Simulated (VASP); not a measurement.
# Sn in VASP: notebook

Sn is run at these levels: LDA; tasks: single point.

Everything below comes from runs of VASP 6.6.1. Logs are shortened: lines on timing, memory, paths and dates and some standing lists are left out, and cuts for length are marked.

### 1 The cell of the first run

Symmetry: Fd-3m, No. 227, cubic system. The conventional cell has a = 6.619 Å, b = 6.619 Å, c = 6.619 Å, α = 90.00°, β = 90.00°, γ = 90.00°. Within 3.8 Å of Sn (site symmetry -43m) lie 4 Sn at 2.87 Å.

This isn't the form of Sn at room conditions, which is tetragonal (white tin).

### 2 Single point, LDA (36.24 Å³/atom)

Contents of INCAR:

```
SYSTEM = Sn
PREC = Accurate ; ENCUT = 520
EDIFF = 1E-7 ; ISMEAR = -1
SIGMA = 0.03 ; LREAL = .False.
LASPH = .True. ; NELM = 60
ALGO = Normal ; ISIF = 2
LWAVE = .False. ; LCHARG = .False.
GGA = CA ; NBANDS = 21
```

Contents of KPOINTS:

```
Automatic mesh
0
Gamma
  9 9 9
  0 0 0
```

Contents of POSCAR:

```
Sn
1.0
    0.0000000000      3.3092553764      3.3092553764
    3.3092553764      0.0000000000      3.3092553764
    3.3092553764      3.3092553764      0.0000000000
Sn
2
Direct
    0.5000000000      0.5000000000      0.5000000000
    0.7500000000      0.7500000000      0.7500000000
```

Potentials or basis: VASP PAW LDA potentials, release 64 (Sn_d).

Launch:

```sh
> cat potpaw_LDA.64/Sn_d/POTCAR > POTCAR
> mpirun -np 1 vasp_std > vasp.out
```

OUTCAR:

```text
SYSTEM = Sn
   PREC = Accurate
   ENCUT = 520
   EDIFF = 1E-7
   ISMEAR = -1
   LREAL = .False.
   LASPH = .True.
   NELM = 60
   ISIF = 2
   GGA = CA

 ion  position               nearest neighbor table
   1  0.500  0.500  0.500-   2 2.87   2 2.87   2 2.87   2 2.87
   2  0.750  0.750  0.750-   1 2.87   1 2.87   1 2.87   1 2.87

  LATTYP: Found a face centered cubic cell.
 ALAT       =     6.6185107528

  Lattice vectors:

 A1 = (   0.0000000000,   3.3092553764,   3.3092553764)
 A2 = (   3.3092553764,   0.0000000000,   3.3092553764)
 A3 = (   3.3092553764,   3.3092553764,   0.0000000000)

Analysis of symmetry for initial positions (statically):
=====================================================================
 Subroutine PRICEL returns:
 Original cell was already a primitive cell.

 Routine SETGRP: Setting up the symmetry group for a
 face centered cubic supercell.

 Subroutine GETGRP returns: Found 48 space group operations
 (whereof 24 operations were pure point group operations)
 out of a pool of 48 trial point group operations.

The static configuration has the point symmetry T_d .
 The point group associated with its full space group is O_h .

Analysis of symmetry for dynamics (positions and initial velocities):
=====================================================================
 Subroutine PRICEL returns:
 Original cell was already a primitive cell.

 Routine SETGRP: Setting up the symmetry group for a
 face centered cubic supercell.

 Subroutine GETGRP returns: Found 48 space group operations
 (whereof 24 operations were pure point group operations)
 out of a pool of 48 trial point group operations.

The dynamic configuration has the point symmetry T_d .
 The point group associated with its full space group is O_h .

 Subroutine INISYM returns: Found 48 space group operations
 (whereof 24 operations are pure point group operations),
 and found     1 'primitive' translations

----------------------------------------------------------------------------------------

                                     Primitive cell

  volume of cell :      72.4804

  direct lattice vectors                    reciprocal lattice vectors
     0.000000000  3.309255376  3.309255376    -0.151091392  0.151091392  0.151091392
     3.309255376  0.000000000  3.309255376     0.151091392 -0.151091392  0.151091392
     3.309255376  3.309255376  0.000000000     0.151091392  0.151091392 -0.151091392

  length of vectors
     4.679993835  4.679993835  4.679993835     0.261697967  0.261697967  0.261697967

  position of ions in fractional coordinates (direct lattice)
     0.500000000  0.500000000  0.500000000
     0.750000000  0.750000000  0.750000000

  ion indices of the primitive-cell ions
   primitive index   ion index
                 1           1
                 2           2

----------------------------------------------------------------------------------------

 KPOINTS: Automatic mesh

Automatic generation of k-mesh.
 Grid dimensions read from file:
 generate k-points for:    9    9    9

 Generating k-lattice:

  Cartesian coordinates                     Fractional coordinates (reciprocal lattice)
    -0.016787932  0.016787932  0.016787932     0.111111111  0.000000000  0.000000000
     0.016787932 -0.016787932  0.016787932     0.000000000  0.111111111  0.000000000
     0.016787932  0.016787932 -0.016787932     0.000000000  0.000000000  0.111111111

  Length of vectors
     0.029077552  0.029077552  0.029077552

  Shift w.r.t. Gamma in fractional coordinates (k-lattice)
     0.000000000  0.000000000  0.000000000

 Subroutine IBZKPT returns following result:
 ===========================================

 Found     35 irreducible k-points:

 Following reciprocal coordinates:
            Coordinates               Weight
  0.000000  0.000000  0.000000      1.000000
  0.111111  0.000000  0.000000      8.000000
  0.222222  0.000000  0.000000      8.000000
  0.333333  0.000000  0.000000      8.000000
  0.444444  0.000000  0.000000      8.000000
  0.111111  0.111111  0.000000      6.000000
[... 16 lines left out ...]
 -0.333333  0.333333  0.000000     12.000000
  0.444444  0.444444  0.000000      6.000000
 [... further k-points ...]
   k-points           NKPTS =     35   k-points in BZ     NKDIM =     35   number of bands    NBANDS=     21
   number of dos      NEDOS =    301   number of ions     NIONS =      2
   total plane-waves  NPLWV =  46656
   dimension x,y,z NGX =    36 NGY =   36 NGZ =   36
   dimension x,y,z NGXF=    72 NGYF=   72 NGZF=   72
   ions per type =               2
   NGX,Y,Z   is equivalent  to a cutoff of  12.79, 12.79, 12.79 a.u.
   NGXF,Y,Z  is equivalent  to a cutoff of  25.58, 25.58, 25.58 a.u.
 SYSTEM =  Sn
   PREC   = accura    normal or accurate (medium, high low for compatibility)
   ISTART =      0    job   : 0-new  1-cont  2-samecut
   ICHARG =      2    charge: 1-file 2-atom 10-const
   ISPIN  =      1    spin polarized calculation?
   LNONCOLLINEAR =      F non collinear calculations
   LSORBIT =      F    spin-orbit coupling
   LASPH  =      T    aspherical Exc in radial PAW
   ENCUT  =  520.0 eV  38.22 Ry    6.18 a.u.   8.70  8.70  8.70*2*pi/ulx,y,z
   NELM   =     60;   NELMIN=  2; NELMDL= -5     # of ELM steps
   EDIFF  = 0.1E-06   stopping-criterion for ELM
   LREAL  =      F    real-space projection
   EDIFFG = 0.1E-05   stopping-criterion for IOM
   NSW    =      0    number of steps for IOM
   IBRION =     -1    ionic relax: 0-MD 1-quasi-New 2-CG
   NFREE  =      0    steps in history (QN), initial steepest desc. (CG)
   ISIF   =      2    stress and relaxation
   ISYM   =      2    0-nonsym 1-usesym 2-fastsym
   POTIM  = 0.5000    time-step for ionic-motion
   TEBEG  =    0.0;   TEEND  =   0.0 temperature during run
   PSTRESS=    0.0 pullay stress
   NELECT =      28.0000    total number of electrons
   NUPDOWN=      -1.0000    fix difference up-down
   EMIN   =  10.00;   EMAX   =-10.00  energy-range for DOS
   EFERMI =   0.00;   METHOD = LEGACY
   ISMEAR =    -1;   SIGMA  =   0.03  broadening in eV -4-tet -1-fermi 0-gaus
   EFERMI_NEDOS =   21; number of points for ismear=-14 and -15
   IALGO  =     38    algorithm
   IMIX   =      4    mixing-type and parameters
     AMIX     =   0.40;   BMIX     =  1.00
     AMIX_MAG =   1.60;   BMIX_MAG =  1.00
  volume/ion in A,a.u.               =      36.24       244.56
  Fermi-wavevector in a.u.,A,eV,Ry     =   1.192305  2.253129 19.341910  1.421590
  Thomas-Fermi vector in A             =   2.328346
   LORBIT       =      0    0 simple, 1 ext, 2 COOP (PROOUT), +10 PAW based schemes
   GGA     = CA    functional components
   LHFCALC =     F    Hartree Fock is set to
   AEXX    =    0.0000 exact exchange contribution
   IVDW    =     0    specifies the selected vdW correction
   LEPSILON=     F    determine dielectric tensor
   LRPA    =     F    only Hartree local field effects (RPA)
 non-spin polarized calculation
  energy-cutoff  :      520.00
  volume of cell :       72.48
 maximum number of plane-waves:      1972
   NGX = 17   NGY = 17   NGZ = 17

 number of electron      27.9999995 magnetization

 Free energy of the ion-electron system (eV)
  ---------------------------------------------------
  ext. energy  EPLUGINS =         0.00000000
  ---------------------------------------------------
  free energy    TOTEN  =        -8.90013379 eV

  energy without entropy =       -8.89858626  energy(sigma->0) =       -8.89936003

 E-fermi :   4.6569     XC(G=0):  -8.9429

 val. band max:        4.6332405455   @ k =   0.1111   0.0000   0.0000
 cond. band min:       4.7200524656   @ k =   0.3333   0.0000   0.0000
 fundamental gap:      0.0868119200
 Fermi energy:         4.6569251337

 k-point     1 :       0.0000    0.0000    0.0000
  band No.  band energies     occupation
      1     -16.7471      2.00000
      2     -16.7471      2.00000
      3     -16.7471      2.00000
      4     -16.6935      2.00000
      5     -16.6935      2.00000
      6     -16.4270      2.00000
[... 13 lines left out ...]
     20      12.6543      0.00000
     21      12.6543      0.00000

 k-point     2 :       0.1111    0.0000    0.0000
  band No.  band energies     occupation
      1     -16.7547      2.00000
      2     -16.7547      2.00000
      3     -16.7445      2.00000
      4     -16.6830      2.00000
      5     -16.6830      2.00000
      6     -16.4453      2.00000
[... 13 lines left out ...]
     20      11.8878      0.00000
     21      11.8878      0.00000

 k-point     3 :       0.2222    0.0000    0.0000
  band No.  band energies     occupation
      1     -16.7665      2.00000
      2     -16.7665      2.00000
      3     -16.7376      2.00000
      4     -16.6641      2.00000
      5     -16.6641      2.00000
      6     -16.4634      2.00000
[... 13 lines left out ...]
     20      11.5563      0.00000
     21      11.5563      0.00000

 k-point     4 :       0.3333    0.0000    0.0000
  band No.  band energies     occupation
      1     -16.7746      2.00000
      2     -16.7746      2.00000
      3     -16.7293      2.00000
      4     -16.6493      2.00000
      5     -16.6493      2.00000
      6     -16.4757      2.00000
[... 13 lines left out ...]
     20      12.0005      0.00000
     21      12.0005      0.00000

 k-point     5 :       0.4444    0.0000    0.0000
  band No.  band energies     occupation
      1     -16.7781      2.00000
      2     -16.7781      2.00000
      3     -16.7237      2.00000
      4     -16.6422      2.00000
      5     -16.6422      2.00000
      6     -16.4809      2.00000
[... 13 lines left out ...]
     20      13.0232      0.00000
     21      13.0232      0.00000

 k-point     6 :       0.1111    0.1111    0.0000
  band No.  band energies     occupation
      1     -16.7532      2.00000
      2     -16.7532      2.00000
      3     -16.7523      2.00000
      4     -16.6851      2.00000
      5     -16.6720      2.00000
      6     -16.4673      2.00000
[... 13 lines left out ...]
     20      11.0373      0.00000
     21      12.7884      0.00000

 k-point     7 :       0.2222    0.1111    0.0000
  band No.  band energies     occupation
      1     -16.7682      2.00000
      2     -16.7623      2.00000
      3     -16.7431      2.00000
      4     -16.6709      2.00000
      5     -16.6511      2.00000
      6     -16.4903      2.00000
[... 13 lines left out ...]
     20      11.2907      0.00000
     21      12.4127      0.00000
[... 291 lines left out ...]
      1     -16.7819      2.00000
      2     -16.7819      2.00000
      3     -16.7323      2.00000
      4     -16.6246      2.00000
      5     -16.5850      2.00000
      6     -16.5702      2.00000
[... 13 lines left out ...]
     20      13.7279      0.00000
     21      13.8679      0.00000

 k-point    21 :       0.4444    0.3333    0.0000
  band No.  band energies     occupation
      1     -16.7943      2.00000
      2     -16.7874      2.00000
      3     -16.7069      2.00000
      4     -16.6074      2.00000
      5     -16.6034      2.00000
      6     -16.5481      2.00000
[... 13 lines left out ...]
     20      13.7355      0.00000
     21      14.3447      0.00000

 k-point    22 :      -0.4444    0.3333    0.0000
  band No.  band energies     occupation
      1     -16.8075      2.00000
      2     -16.7910      2.00000
      3     -16.6785      2.00000
      4     -16.6029      2.00000
      5     -16.5835      2.00000
      6     -16.5506      2.00000
[... 13 lines left out ...]
     20      13.1785      0.00000
     21      14.5949      0.00000

 k-point    23 :      -0.3333    0.3333    0.0000
  band No.  band energies     occupation
      1     -16.8113      2.00000
      2     -16.7916      2.00000
      3     -16.6726      2.00000
      4     -16.5876      2.00000
      5     -16.5811      2.00000
      6     -16.5619      2.00000
[... 13 lines left out ...]
     20      12.0473      0.00000
     21      15.0300      0.00000

 k-point    24 :       0.4444    0.4444    0.0000
  band No.  band energies     occupation
      1     -16.7907      2.00000
      2     -16.7907      2.00000
      3     -16.6961      2.00000
      4     -16.6451      2.00000
      5     -16.5802      2.00000
      6     -16.5332      2.00000
[... 13 lines left out ...]
     20      14.1094      0.00000
     21      14.8204      0.00000

 [... further k-points ...]

------------------------ aborting loop because EDIFF is reached ----------------------------------------

  FORCE on cell =-STRESS in cart. coord.  units (eV):
  Direction    XX          YY          ZZ          XY          YZ          ZX
  --------------------------------------------------------------------------------------
  -------------------------------------------------------------------------------------
  Total       -1.1429053     -1.1429053     -1.1429053      0.0000000      0.0000000     -0.0000000
  in kB      -25.2638771    -25.2638771    -25.2638771      0.0000000      0.0000000     -0.0000000
  external PRESSURE =     -25.2638771 kB  Pullay stress =       0.0000000 kB

 VOLUME and BASIS-vectors are now :
 -----------------------------------------------------------------------------
  energy-cutoff  :      520.00
  volume of cell :       72.48
      direct lattice vectors                 reciprocal lattice vectors
     0.000000000  3.309255376  3.309255376    -0.151091392  0.151091392  0.151091392
     3.309255376  0.000000000  3.309255376     0.151091392 -0.151091392  0.151091392
     3.309255376  3.309255376  0.000000000     0.151091392  0.151091392 -0.151091392

 POSITION                                       TOTAL-FORCE (eV/Angst)
 -----------------------------------------------------------------------------------
      3.30926      3.30926      3.30926        -0.000000      0.000000      0.000000
      4.96388      4.96388      4.96388         0.000000     -0.000000     -0.000000
 -----------------------------------------------------------------------------------
    total drift:                                0.000000      0.000000      0.000000

  FREE ENERGIE OF THE ION-ELECTRON SYSTEM (eV)
  ---------------------------------------------------
  free  energy   TOTEN  =        -8.9001337942 eV

  energy  without entropy=       -8.8985862605  energy(sigma->0) =       -8.89936003
```

It took 82 s on 1 thread of Intel Xeon 8259CL, shared host; peak memory 0.19 GiB.

Results:

```
Free energy            : -8.9001 eV
Pressure               : -2.5 GPa
Band gap on the k mesh : zero (bands 14 and 15 overlap by 0.28 eV)
```

Caveat: spin-orbit coupling is left out, which moves the levels of the heavy elements.

(Continued in part 2 of 2.)
